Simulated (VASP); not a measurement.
Write the native input for VASP 6.6.1 that does the following.

```yaml
Task: relaxation of cell and atoms
Functional: PBE
Potentials_or_basis: VASP PAW PBE potentials, release 64 (Al, N)
Cutoff: 600 eV
k_mesh: 12 × 12 × 4
Occupations: gaussian, width 0.1 eV
Spin: no spin polarisation
Dipole_correction: no
Further_INCAR_settings: ALGO = Normal; EDIFF = 1e-07; IBRION = 2; EDIFFG = -0.01; NSW = 100; ISIF = 3
```

The structure of Al6N lies in POSCAR:

```
Al6N
1.0
    2.8873959946      0.0000000000      0.0000000000
   -1.4436979973      2.5005582821      0.0000000000
    0.0000000000      0.0000000000     13.9917526466
Al N
6 1
Direct
    0.3333333333      0.6666666667      0.0862197418
    0.6666666667      0.3333333333      0.9137802582
    0.6666666667      0.3333333333      0.4170545634
    0.3333333333      0.6666666667      0.5829454366
    0.0000000000      0.0000000000      0.7504072124
    0.0000000000      0.0000000000      0.2495927876
    0.0000000000      0.0000000000      0.0000000000
```

One way to write it, as run:

INCAR

```
ALGO = Normal
EDIFF = 1E-7
EDIFFG = -0.01
ENCUT = 600
GGA = PE
IBRION = 2
ISIF = 3
ISMEAR = 0
LASPH = T
LCHARG = F
LREAL = F
LWAVE = F
NELM = 60
NSW = 100
PREC = Accurate
SIGMA = 0.1
```

KPOINTS

```
k-points
0
Gamma
  12 12 4
```

Potentials or basis: VASP PAW PBE potentials, release 64 (Al, N).

Run with:

```sh
$ cat potpaw_PBE.64/Al/POTCAR potpaw_PBE.64/N/POTCAR > POTCAR
$ mpirun -np 1 vasp_std > vasp.out
```

It gave:

```
Relaxed volume                        : 14.34 Å³/atom
Relaxed cell                          : a = 2.892 Å, b = 2.892 Å, c = 13.863 Å, α = 90.00°, β = 90.00°, γ = 120.00°
Space group after relaxing (to 0.1 Å) : P-3m1 (No. 164)
Energy gained by relaxing             : 2.3 meV/atom
Ionic steps                           : 10
Pressure after relaxing               : 0.0 GPa
Largest force after relaxing          : 0.008 eV/Å
```

Caveat: the highest band is partly filled, so the run has too few bands.

Wall time 11 min on 1 thread of Intel Xeon 6975P-C, with other jobs on the host, peak memory 0.31 GiB.
